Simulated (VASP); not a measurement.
Write the native input for VASP 6.6.1 that does the following.

```
Task                   : single point
Functional             : PBE
Potentials or basis    : VASP PAW PBE potentials, release 64 (Cs_sv, Ga_d, Pt)
Cutoff                 : 520 eV
k mesh                 : 6 × 6 × 2
Occupations            : gaussian, width 0.1 eV
Spin                   : no spin polarisation
Dipole correction      : no
Further INCAR settings : ALGO = Normal; EDIFF = 1e-07; NBANDS = 28
```

The structure of Cs2GaPt lies in POSCAR:

```
Cs2GaPt
1.0
    5.0138754700      0.0000000000      0.0000000000
   -2.5069377300      4.3421435200      0.0000000000
    0.0000000000      0.0000000000     12.8001224500
Cs Ga Pt
2 1 1
Direct
    0.0000000000      0.0000000000      0.7528590700
    0.0000000000      0.0000000000      0.2471409300
    0.3333333300      0.6666666700      0.0000000000
    0.3333333300      0.6666666700      0.5000000000
```

The cell was built from a structure type or drawn by symmetry, and may not be a known phase.

These files were run (other wordings do the same):

INCAR

```
SYSTEM = Cs2GaPt
ALGO = Normal
EDIFF = 1E-7
ENCUT = 520
GGA = PE
ISIF = 2
ISMEAR = 0
LASPH = .True.
LCHARG = .True.
LELF = .True.
LREAL = .False.
LVHAR = .True.
LWAVE = .False.
NBANDS = 28
NELM = 100
PREC = Accurate
SIGMA = 0.1
```

KPOINTS

```
k-points
0
Gamma
  6 6 2
  0 0 0
```

Potentials or basis: VASP PAW PBE potentials, release 64 (Cs_sv, Ga_d, Pt).

The run is started by

```console
$ cat potpaw_PBE.64/Cs_sv/POTCAR potpaw_PBE.64/Ga_d/POTCAR potpaw_PBE.64/Pt/POTCAR > POTCAR
$ mpirun -np 1 vasp_std > vasp.out
```

It gave:

```json
{"Pressure": "-1.7 GPa", "Largest force": "0.604 eV/Å", "Band gap on the k mesh": "zero (an odd number of electrons rules out a gap without spin polarisation)"}
```

Caveat: spin-orbit coupling is left out, which moves the levels of the heavy elements.

Run time: 5.5 min on 1 thread of Intel Xeon 8259CL, on a shared host, peak memory 0.46 GiB.
